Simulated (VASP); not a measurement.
# Rh (P6_3/mmc) in VASP: single point with PBEsol

Aim: the single point of Rh with PBEsol.

All numbers are computed with VASP 6.6.1; they aren't measurements. Logs are shortened: lines on timing, memory, paths and dates and some standing lists are left out, and cuts for length are marked.

### Step 1. The cell of the first run

It takes space group P6_3/mmc (No. 194, hexagonal). The conventional cell has a = 2.682 Å, b = 2.682 Å, c = 4.349 Å, α = 90.00°, β = 90.00°, γ = 120.00°. Rh (site symmetry -6m2) has 12 Rh at 2.67 to 2.68 Å within 3.5 Å.

This isn't the form of Rh at room conditions, which is fcc.

### Step 2. Single point, PBEsol

Contents of INCAR:

```
SYSTEM = Rh
ALGO = Normal
EDIFF = 1E-6
ENCUT = 520
GGA = PS
ISIF = 2
ISMEAR = 0
LASPH = .TRUE.
LCHARG = .FALSE.
LREAL = .FALSE.
LWAVE = .FALSE.
NBANDS = 22
NELM = 100
PREC = Accurate
SIGMA = 0.05
```

Contents of KPOINTS:

```
k-points
0
G
  17 17 9
  0 0 0
```

Contents of POSCAR:

```
Rh
1.0
    2.6822544679      0.0000000000      0.0000000000
   -1.3411272339      2.3229005086      0.0000000000
    0.0000000000      0.0000000000      4.3494784185
Rh
2
Direct
    0.6666666667      0.3333333333      0.7500000000
    0.3333333333      0.6666666667      0.2500000000
```

Potentials or basis: VASP PAW PBE potentials, release 64 (Rh_pv).

The run is started by

```sh
cat potpaw_PBE.64/Rh_pv/POTCAR > POTCAR
mpirun -np 1 vasp_std > vasp.out
```

OUTCAR:

```text
SYSTEM = Rh
   EDIFF = 1E-6
   ENCUT = 520
   GGA = PS
   ISIF = 2
   ISMEAR = 0
   LASPH = .TRUE.
   LREAL = .FALSE.
   NELM = 100
   PREC = Accurate

 ion  position               nearest neighbor table
   1  0.667  0.333  0.750-   2 2.67   2 2.67   2 2.67   2 2.67   2 2.67   2 2.67
   2  0.333  0.667  0.250-   1 2.67   1 2.67   1 2.67   1 2.67   1 2.67   1 2.67

  LATTYP: Found a hexagonal cell.
 ALAT       =     2.6822544679
 C/A-ratio  =     1.6215756076

  Lattice vectors:

 A1 = (   2.6822544679,   0.0000000000,   0.0000000000)
 A2 = (  -1.3411272339,   2.3229005086,   0.0000000000)
 A3 = (   0.0000000000,   0.0000000000,   4.3494784185)

Analysis of symmetry for initial positions (statically):
=====================================================================
 Subroutine PRICEL returns:
 Original cell was already a primitive cell.

 Routine SETGRP: Setting up the symmetry group for a
 hexagonal supercell.

 Subroutine GETGRP returns: Found 24 space group operations
 (whereof 12 operations were pure point group operations)
 out of a pool of 24 trial point group operations.

The static configuration has the point symmetry D_3d.
 The point group associated with its full space group is D_6h.

Analysis of symmetry for dynamics (positions and initial velocities):
=====================================================================
 Subroutine PRICEL returns:
 Original cell was already a primitive cell.

 Routine SETGRP: Setting up the symmetry group for a
 hexagonal supercell.

 Subroutine GETGRP returns: Found 24 space group operations
 (whereof 12 operations were pure point group operations)
 out of a pool of 24 trial point group operations.

The dynamic configuration has the point symmetry D_3d.
 The point group associated with its full space group is D_6h.

 Subroutine INISYM returns: Found 24 space group operations
 (whereof 12 operations are pure point group operations),
 and found     1 'primitive' translations

----------------------------------------------------------------------------------------

                                     Primitive cell

  volume of cell :      27.0999

  direct lattice vectors                    reciprocal lattice vectors
     2.682254468  0.000000000  0.000000000     0.372820704  0.215248134  0.000000000
    -1.341127234  2.322900509  0.000000000     0.000000000  0.430496268  0.000000000
     0.000000000  0.000000000  4.349478419     0.000000000  0.000000000  0.229912625

[... 73 lines left out ...]
 SYSTEM =  Rh
   PREC   = accura    normal or accurate (medium, high low for compatibility)
   ISTART =      0    job   : 0-new  1-cont  2-samecut
   ICHARG =      2    charge: 1-file 2-atom 10-const
   ISPIN  =      1    spin polarized calculation?
   LNONCOLLINEAR =      F non collinear calculations
   LSORBIT =      F    spin-orbit coupling
   LASPH  =      T    aspherical Exc in radial PAW
   ENCUT  =  520.0 eV  38.22 Ry    6.18 a.u.   4.99  4.99  8.09*2*pi/ulx,y,z
   NELM   =    100;   NELMIN=  2; NELMDL= -5     # of ELM steps
   EDIFF  = 0.1E-05   stopping-criterion for ELM
   LREAL  =      F    real-space projection
[... 7 lines left out ...]
   TEBEG  =    0.0;   TEEND  =   0.0 temperature during run
   PSTRESS=    0.0 pullay stress
   NELECT =      30.0000    total number of electrons
   NUPDOWN=      -1.0000    fix difference up-down
   EMIN   =  10.00;   EMAX   =-10.00  energy-range for DOS
   EFERMI =   0.00;   METHOD = LEGACY
   ISMEAR =     0;   SIGMA  =   0.05  broadening in eV -4-tet -1-fermi 0-gaus
   EFERMI_NEDOS =   21; number of points for ismear=-14 and -15
   IALGO  =     38    algorithm
   IMIX   =      4    mixing-type and parameters
     AMIX     =   0.40;   BMIX     =  1.00
     AMIX_MAG =   1.60;   BMIX_MAG =  1.00
  volume/ion in A,a.u.               =      13.55        91.44
  Fermi-wavevector in a.u.,A,eV,Ry     =   1.693529  3.200306 39.022064  2.868041
  Thomas-Fermi vector in A             =   2.774918
   LORBIT       =      0    0 simple, 1 ext, 2 COOP (PROOUT), +10 PAW based schemes
   GGA     = PS    functional components
   LHFCALC =     F    Hartree Fock is set to
   AEXX    =    0.0000 exact exchange contribution
   IVDW    =     0    specifies the selected vdW correction
   LEPSILON=     F    determine dielectric tensor
   LRPA    =     F    only Hartree local field effects (RPA)
 non-spin polarized calculation
 Gauss-broadening in eV      SIGMA  =   0.05
  energy-cutoff  :      520.00
  volume of cell :       27.10
 maximum number of plane-waves:       754
 NGX is ok and might be reduce to    20
   NGX =  9   NGY =  9   NGZ = 17

 number of electron      30.0000004 magnetization

 Free energy of the ion-electron system (eV)
  ---------------------------------------------------
  ext. energy  EPLUGINS =         0.00000000
  ---------------------------------------------------
  free energy    TOTEN  =       -16.19530338 eV

  energy without entropy =      -16.19095813  energy(sigma->0) =      -16.19313075

 E-fermi :  12.1250     XC(G=0): -14.3105

 val. band max:       12.1247805312   @ k =   0.1765   0.0000   0.3333
 cond. band min:      12.1346510827   @ k =   0.3529   0.2353   0.1111
 fundamental gap:      0.0098705515
 Fermi energy:        12.1249922096

 k-point     1 :       0.0000    0.0000    0.0000
  band No.  band energies     occupation
      1     -35.1114      2.00000
      2     -34.4222      2.00000
      3     -34.4222      2.00000
      4     -34.3232      2.00000
      5     -34.3110      2.00000
      6     -34.3110      2.00000
[... 589 lines left out ...]
     21      25.3398      0.00000
     22      28.9781      0.00000

 [... further k-points ...]

------------------------ aborting loop because EDIFF is reached ----------------------------------------

  FORCE on cell =-STRESS in cart. coord.  units (eV):
  Direction    XX          YY          ZZ          XY          YZ          ZX
  --------------------------------------------------------------------------------------
  -------------------------------------------------------------------------------------
  Total        0.0945211      0.0945211     -0.2451343      0.0000000      0.0000000      0.0000000
  in kB        5.5881956      5.5881956    -14.4926220      0.0000000      0.0000000      0.0000000
  external PRESSURE =      -1.1054102 kB  Pullay stress =       0.0000000 kB

 VOLUME and BASIS-vectors are now :
 -----------------------------------------------------------------------------
  energy-cutoff  :      520.00
  volume of cell :       27.10
      direct lattice vectors                 reciprocal lattice vectors
     2.682254468  0.000000000  0.000000000     0.372820704  0.215248134  0.000000000
    -1.341127234  2.322900509  0.000000000     0.000000000  0.430496268  0.000000000
     0.000000000  0.000000000  4.349478419     0.000000000  0.000000000  0.229912625

 POSITION                                       TOTAL-FORCE (eV/Angst)
 -----------------------------------------------------------------------------------
      1.34113      0.77430      3.26211         0.000000      0.000000      0.000000
     -0.00000      1.54860      1.08737        -0.000000      0.000000      0.000000
 -----------------------------------------------------------------------------------
    total drift:                                0.000000     -0.000000      0.000000

  FREE ENERGIE OF THE ION-ELECTRON SYSTEM (eV)
  ---------------------------------------------------
  free  energy   TOTEN  =       -16.1953033826 eV

  energy  without entropy=      -16.1909581254  energy(sigma->0) =      -16.19313075
```

stdout:

```text
POSCAR found type information on POSCAR Rh
 POSCAR found :  1 types and       2 ions
 scaLAPACK will be used
 -----------------------------------------------------------------------------
|                                                                             |
|                                                                             |
|     You enforced a specific xc type in the INCAR file but a different       |
|     I HOPE YOU KNOW WHAT YOU ARE DOING!                                     |
|                                                                             |
 -----------------------------------------------------------------------------

 LDA part: xc-table for (Slater+PW92), standard interpolation
 POSCAR, INCAR and KPOINTS ok, starting setup
 FFT: planning ... GRIDC
 FFT: planning ... GRID_SOFT
 FFT: planning ... GRID
 WAVECAR not read
 entering main loop
```

Wall time 37 s (1 thread of Intel Xeon Platinum 8488C (Sapphire Rapids), shared host); peak memory 0.19 GiB.

Results:

| Item | Value |
| --- | --- |
| Free energy | -16.1953 eV |
| Pressure | -0.1 GPa |
| Band gap on the k mesh | zero (bands 15 and 16 overlap by 2.47 eV) |

Stress tensor (GPa, compression positive):
```
 0.56  0.00  0.00
 0.00  0.56  0.00
 0.00  0.00 -1.45
```

Levels at points of the mesh, in eV from the Fermi level:
| k point | band 13 | band 14 | band 15 | band 16 | band 17 | band 18 |
| --- | --- | --- | --- | --- | --- | --- |
| (0.00, 0.00, 0.00) | -2.59 | -1.95 | -1.95 | 0.14 | 0.14 | 0.60 |

Caveat: the PAW data sets were made with another functional, which shifts forces and pressure a little.
